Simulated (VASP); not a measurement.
A run of VASP 6.6.1 is set up as follows.

File INCAR:

```
PREC = Accurate
ENCUT = 520
EDIFF = 1E-6
ISMEAR = 0
SIGMA = 0.05
LREAL = False
LASPH = True
NELM = 60
ALGO = Normal
ISIF = 2
LWAVE = False
LCHARG = True
GGA = PE
LELF = True
LVHAR = True
NBANDS = 15
```

The input KPOINTS:

```
Automatic mesh
0
Gamma
  8 8 8
```

POSCAR

```
KF
1.0
    0.0000000000      2.6066625000      2.7403375000
    2.6066625000      0.0000000000      2.7403375000
    2.6066625000      2.6066625000      0.0000000000
K F
1 1
Direct
    0.0000000000      0.0000000000      0.0000000000
    0.5000000000      0.5000000000      0.5000000000
```

Potentials or basis: VASP PAW PBE potentials, release 64 (K_sv, F).

Command:

```bash
$ cat potpaw_PBE.64/K_sv/POTCAR potpaw_PBE.64/F/POTCAR > POTCAR
$ mpirun -np 1 vasp_std > vasp.out
```

Task: What does it give for the pressure?

Result: 2.6 GPa.

Task: What does it give for the band gap on the k mesh?

Result: 6.25 eV.

Stress tensor (GPa, compression positive):
```
3.63 0.00 0.00
0.00 3.63 0.00
0.00 0.00 0.49
```

Caveat: the cell differs from its parent crystal (strain -0.025 along x and y, +0.025 along z). A k mesh can miss the band edges.
